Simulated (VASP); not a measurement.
Here is a VASP 6.6.1 calculation.

INCAR

```
PREC = Accurate
ENCUT = 520
EDIFF = 1E-6
ISMEAR = 0
SIGMA = 0.2
LREAL = False
LASPH = True
NELM = 60
ALGO = Normal
ISIF = 2
LWAVE = False
LCHARG = False
GGA = PE
NBANDS = 26
```

The input KPOINTS:

```
Automatic mesh
0
Gamma
  4 4 4
```

File POSCAR:

```
InTe4
1.0
    2.2211267444      1.2823681238      9.3468362398
   -2.2211267444      1.2823681238      9.3468362398
    0.0000000000     -2.5647362476      9.3468362398
In Te
1 4
Direct
    0.0000000000      0.0000000000      0.0000000000
    0.3963126006      0.3963126006      0.3963126006
    0.8028770576      0.8028770576      0.8028770576
    0.6036873994      0.6036873994      0.6036873994
    0.1971229424      0.1971229424      0.1971229424
```

Potentials or basis: VASP PAW PBE potentials, release 64 (In_d, Te).

Launch:

```console
$ cat potpaw_PBE.64/In_d/POTCAR potpaw_PBE.64/Te/POTCAR > POTCAR
$ mpirun -np 1 vasp_std > vasp.out
```

**Question.** What does it give for the largest force?

**Answer.** 0.030 eV/Å.

**Question.** Estimate the pressure.

**Answer.** 0.0 GPa.

Stress tensor (GPa, compression positive):
```
 0.15  0.00  0.00
 0.00  0.15  0.00
 0.00  0.00 -0.29
```

Caveat: the k points lie up to 0.41 Å⁻¹ apart.
